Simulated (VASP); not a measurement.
Input of a VASP 6.6.1 run:

INCAR

```
PREC = Accurate
ENCUT = 520
EDIFF = 1E-6
ISMEAR = -1
SIGMA = 0.05
LREAL = False
LASPH = True
NELM = 100
ALGO = Normal
ISIF = 2
LWAVE = False
LCHARG = False
GGA = PE
NBANDS = 28
```

File KPOINTS:

```
Automatic mesh
0
Gamma
  6 6 4
```

POSCAR

```
SnO
1.0
    3.8485873114      0.0000000000      0.0000000000
    0.0000000000      3.8485873114      0.0000000000
    0.0000000000      0.0000000000      4.9045020420
Sn O
2 2
Direct
    0.5000000000      0.0000000000      0.2369000000
    0.0000000000      0.5000000000      0.7631000000
    0.0000000000      0.0000000000      0.0000000000
    0.5000000000      0.5000000000      0.0000000000
```

Potentials or basis: VASP PAW PBE potentials, release 64 (Sn_d, O).

The run is started by

```console
$ cat potpaw_PBE.64/Sn_d/POTCAR potpaw_PBE.64/O/POTCAR > POTCAR
$ mpirun -np 1 vasp_std > vasp.out
```

(1) Estimate the pressure.

(2) Estimate the largest force.

## Answers

(1) 1.2 GPa.

(2) 0.048 eV/Å.
